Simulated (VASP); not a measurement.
A run of VASP 6.6.1 is set up as follows.

File POSCAR:

```
SiC
1.0
    0.0000000000      2.0138689999      2.0138689999
    2.0138689999      0.0000000000      2.0138689999
    2.0138689999      2.0138689999      0.0000000000
Si C
1 1
Direct
    0.0000000000      0.0000000000      0.0000000000
    0.5000000000      0.5000000000      0.5000000000
```

Contents of INCAR.step1:

```
SYSTEM = SiC
  ALGO = Normal
  EDIFF = 1E-5
  ENCUT = 520
  GGA = PE
  ISIF = 2
  ISMEAR = 1
  LASPH = .True.
  LREAL = .False.
  LWAVE = .True.
  NBANDS = 11
  NELM = 100
  PREC = Accurate
  SIGMA = 0.05
```

The input INCAR.step2:

```
SYSTEM = SiC
  ALGO = Normal
  EDIFF = 1E-6
  ENCUT = 520
  GGA = PE
  HFSCREEN = 0.2079
  ISIF = 2
  ISMEAR = 1
  ISTART = 1
  LASPH = .True.
  LCHARG = .True.
  LELF = .True.
  LHFCALC = .True.
  LREAL = .False.
  LVHAR = .True.
  LWAVE = .False.
  NBANDS = 11
  NELM = 100
  PREC = Accurate
  PRECFOCK = Normal
  SIGMA = 0.05
```

Contents of KPOINTS:

```
k-points
0
Gamma
  6 6 6
  0 0 0
```

Potentials or basis: VASP PAW PBE potentials, release 64 (Si, C).

Launch:

```bash
$ cat potpaw_PBE.64/Si/POTCAR potpaw_PBE.64/C/POTCAR > POTCAR
$ cp INCAR.step1 INCAR
$ mpirun -np 1 vasp_std > vasp.out
$ cp INCAR.step2 INCAR
$ mpirun -np 1 vasp_std > vasp.out
```

(1) Estimate the band gap on the k mesh.

(2) Predict the pressure.

Answers

(1) zero (band 4 reaches 12.25 eV, above the bottom of band 5 at 11.96 eV).

(2) -3.2 GPa.

Caveat: the k points lie up to 0.45 Å⁻¹ apart; the PAW data sets were made with another functional, which shifts forces and pressure a little.
